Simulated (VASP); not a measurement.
## MgO: single point with PBE

The system is MgO.

```
CELL_PARAMETERS angstrom
3.11650 0.00000 0.00000
-1.55825 2.69897 0.00000
0.00000 0.00000 10.79430
ATOMIC_POSITIONS crystal
Mg 0.33333 0.66667 0.96949
Mg 0.00000 0.00000 0.22082
Mg 0.00000 0.00000 0.72082
Mg 0.66667 0.33333 0.46949
O 0.33333 0.66667 0.78004
O 0.00000 0.00000 0.52964
O 0.00000 0.00000 0.02964
O 0.66667 0.33333 0.28004
```

* Program: VASP 6.6.1
* Task: single point
* Functional: PBE
* Potentials or basis: VASP PAW PBE potentials, release 64 (Mg, O)
* Cutoff: 520 eV
* k mesh: 9 × 9 × 2
* Occupations: gaussian, width 0.05 eV
* Spin: no spin polarisation
* Dipole correction: no
* Further INCAR settings: ALGO = Normal; EDIFF = 1e-06; NBANDS = 26

```
Pressure               : 11.2 GPa
Largest force          : 0.757 eV/Å
Band gap on the k mesh : 3.85 eV, direct
```

Forces in eV/Å, atoms in the order of the input:
```
Mg   0.000  0.000 -0.692
Mg   0.000  0.000 -0.757
Mg   0.000  0.000 -0.757
Mg   0.000  0.000 -0.692
O    0.000  0.000  0.731
O    0.000  0.000  0.718
O    0.000  0.000  0.718
O    0.000  0.000  0.731
```

Stress tensor (GPa, compression positive):
```
18.07  0.00  0.00
 0.00 18.07  0.00
 0.00  0.00 -2.50
```

Levels at points of the mesh, in eV from the valence-band top:
```csv
k point,band 12,band 13,band 14,band 15,band 16,band 17,band 18,band 19,band 20,band 21
"(0.00, 0.00, 0.00)",-0.10,-0.06,-0.06,0.00,0.00,3.85,6.25,6.32,9.24,9.90
"(0.00, 0.00, 0.50)",-0.13,-0.02,-0.02,-0.02,-0.02,4.69,4.69,7.94,7.94,11.24
```

Run time: 31 s on 1 thread of Intel(R) Xeon(R) 6975P-C (Granite Rapids) (shared host), peak memory 0.21 GiB.

Expect the measured gap to be larger: semilocal functionals such as PBE lack the derivative discontinuity.
